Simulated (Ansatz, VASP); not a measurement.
# Two plane-wave programs on Hg

```xyz
2
Lattice="0.0000 3.3303 3.3303 3.3303 0.0000 3.3303 3.3303 3.3303 0.0000" Properties=species:S:1:pos:R:3 pbc="T T T"
Hg   -0.7826   -0.8825   -0.8825
Hg    0.7826    0.8825    0.8825
```

Change from the starting cell: shortest bond scaled by 0.94, PAW files.

Alike in both runs: task electric field gradients; functional PBE; k mesh 8 × 8 × 8; occupations fermi-dirac, width 0.05 eV; no spin polarisation.

|  | VASP | Ansatz |
| --- | --- | --- |
| version | VASP 6.6.1 | Ansatz 0.2.0 |
| potentials or method | VASP PAW PBE potentials, release 64 (Hg) | PAW with Ansatz's default frozen-core files, scalar-relativistic |
| plane-wave cutoff (eV) | 520 | 420 |
| valence electrons in the cell | 24 | 40 |

```tsv
	VASP	Ansatz	Ansatz less VASP
pressure (GPa)	2.6	2.3	-0.22
traceless stress, the component that is largest in VASP (GPa)	-1.67	-1.58	+0.090
rms of the force components (eV/Å)	0.418	0.395	-0.0229
size of Vzz on the site where it differs most (V/Å²)	107.9	85.3	-22.56
```

Atom by atom the forces differ by 0.023 eV/Å (rms over components). VASP's potentials hold 24 valence electrons a cell and Ansatz's 40, so a difference there can come from the potentials and not from the codes.

Spin-orbit coupling is off throughout.
